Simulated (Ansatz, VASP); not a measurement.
PbI2Cl2: VASP beside Ansatz

```
Pb I Cl
1.0
     5.23796    0.00000    0.00000
    -2.61898    4.53621    0.00000
     0.00000    0.00000    7.16735
Pb I Cl
1 2 2
Cartesian
  0.0000 0.0000 0.0000
  0.0000 3.0241 5.4923
  2.6190 1.5121 1.6750
  0.0000 3.0241 4.1169
  2.6190 1.5121 3.0504
```

Change from the starting cell: species swapped into the CaH2O2 type (P-3m1, No. 164).

Alike in both runs: task relaxation of cell and atoms; functional PBE; k mesh 6 × 6 × 4; occupations gaussian, width 0.1 eV; no spin polarisation.

|  | VASP | Ansatz |
| --- | --- | --- |
| version | VASP 6.6.1 | Ansatz 0.2.0 |
| potentials or method | VASP PAW PBE potentials, release 64 (Pb_d, I, Cl), cutoff 600 eV | scalar-relativistic, plane waves, PAW |
| valence electrons in the cell | 42 | 62 |

|  | VASP | Ansatz | Ansatz less VASP |
| --- | --- | --- | --- |
| gap on the k mesh at the Fermi level, each at its own relaxed structure (eV) | none | none | - |
| relaxed volume (Å³/atom) | 39.84 | 43.87 | +4.036 |
| relaxed length of the cell vector where the two differ most in proportion (Å) | 11.726 | 8.335 | -3.3914 |

A gap of «none» marks a metal or a gap that the smearing closes. One of these differences is far larger than is usual between the two programs; its cause wasn't traced. VASP's potentials hold 42 valence electrons a cell and Ansatz's 62, so a difference there can come from the potentials and not from the codes.

Spin-orbit coupling is off throughout. Noted on VASP's run: the volume moved by over 15 % at a fixed basis, so the end points are rough.
